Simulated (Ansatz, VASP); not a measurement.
# GaGe in VASP and in Ansatz

File INCAR:

```
SYSTEM = GaGe
ALGO     = Normal         ! electronic algorithm
EDIFF    = 1E-6           ! SCF threshold, eV
ENCUT    = 520            ! plane-wave cutoff, eV
GGA      = PE             ! functional
ISIF     = 2              ! what is computed and relaxed
ISMEAR   = 0              ! smearing method
LASPH    = .True.         ! aspherical terms in the spheres
LCHARG   = .False.        ! write CHGCAR
LREAL    = .False.        ! projectors in reciprocal space
LWAVE    = .False.        ! write WAVECAR
NBANDS   = 20             ! bands
NELM     = 100            ! most SCF steps
PREC     = Accurate       ! precision mode
SIGMA    = 0.05           ! smearing width, eV
```

The input KPOINTS:

```
k-points
0
Gamma
  8 8 8
  0 0 0
```

The input POSCAR:

```
GaGe
1.0
    0.0000000000      2.8978440000      2.8978440000
    2.8978440000      0.0000000000      2.8978440000
    2.8978440000      2.8978440000      0.0000000000
Ge Ga
1 1
Direct
    0.0000000000      0.0000000000      0.0000000000
    0.2500000000      0.2500000000      0.2500000000
```

input.yaml

```yaml
crystal:
  lattice:
    - [0.0, 2.897844, 2.897844]
    - [2.897844, 0.0, 2.897844]
    - [2.897844, 2.897844, 0.0]
  atoms:
    - { symbol: Ge, position: [0.0, 0.0, 0.0] }
    - { symbol: Ga, position: [0.25, 0.25, 0.25] }
kpoints:
  mp_grid: { grid: [8, 8, 8] }
scf:
  occupations: { method: gaussian, width: 0.05 }
hamiltonian:
  xc: pbe
  pseudopotentials: { kind: all_electron, lapw: { basis_error: 0.001 } }
output:
  forces: true
  stress: true
  eigenvalues: true
```

Alike in both runs: task single point; functional PBE; k mesh 8 × 8 × 8; occupations gaussian, width 0.05 eV; no spin polarisation.

|  | VASP | Ansatz |
| --- | --- | --- |
| version | VASP 6.6.1 | Ansatz 0.2.0 |
| potentials or method | VASP PAW PBE potentials, release 64 (Ge_d, Ga_d), cutoff 520 eV | all-electron LAPW, scalar-relativistic |

Ansatz gave:

* gap on the k mesh at the Fermi level (eV): none
* pressure (GPa): 0.2

Question: Estimate VASP's values.

Answer: gap on the k mesh at the Fermi level (eV): none; pressure (GPa): 0.3.

A gap of «none» marks a metal or a gap that the smearing closes. Ansatz ran all-electron here, and VASP with PAW potentials.
